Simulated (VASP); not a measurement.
Write the native input for VASP 6.6.1 that does the following.

```yaml
Task: single point
Functional: b88 exchange, pbe correlation
Potentials_or_basis: VASP PAW PBE potentials, release 64 (Zn, S)
Cutoff: 500 eV
k_mesh: 8 × 8 × 5
Occupations: fermi-dirac, width 0.05 eV
Spin: no spin polarisation
Dipole_correction: no
Further_INCAR_settings: ALGO = Normal; EDIFF = 1e-06; NBANDS = 26
```

The structure of ZnS lies in POSCAR:

```
ZnS
1.0
    3.8449341931      0.0000000000      0.0000000000
   -1.9224670966      3.3298106871      0.0000000000
    0.0000000000      0.0000000000      6.3019000338
Zn S
2 2
Direct
    0.6666666667      0.3333333333      0.5051879378
    0.3333333333      0.6666666667      0.0051879378
    0.6666666667      0.3333333333      0.8798120622
    0.3333333333      0.6666666667      0.3798120622
```

These files were run (other wordings do the same):

INCAR

```
PREC = Accurate ; ENCUT = 500
EDIFF = 1E-6 ; ISMEAR = -1
SIGMA = 0.05 ; LREAL = F
LASPH = T ; NELM = 120
ALGO = Normal ; ISIF = 2
LWAVE = F ; LCHARG = T
GGA = LIBXC ; LIBXC1 = GGA_X_B88
LIBXC2 = GGA_C_PBE ; LELF = T
LVHAR = T ; NBANDS = 26
GGA_COMPAT = F
```

KPOINTS

```
regular mesh
0
Gamma
  8 8 5
```

Potentials or basis: VASP PAW PBE potentials, release 64 (Zn, S).

Run with:

```bash
$ cat potpaw_PBE.64/Zn/POTCAR potpaw_PBE.64/S/POTCAR > POTCAR
$ mpirun -np 1 vasp_std > vasp.out
```

It gave:

```json
{
 "Pressure": "0.1 GPa",
 "Band gap on the k mesh": "2.09 eV"
}
```

Caveat: the PAW data sets were made with another functional, which shifts forces and pressure a little.

Run time: 65 s on 1 thread of AMD EPYC 7R43 64-Core Processor (Zen 3) (shared host), peak memory 0.16 GiB.
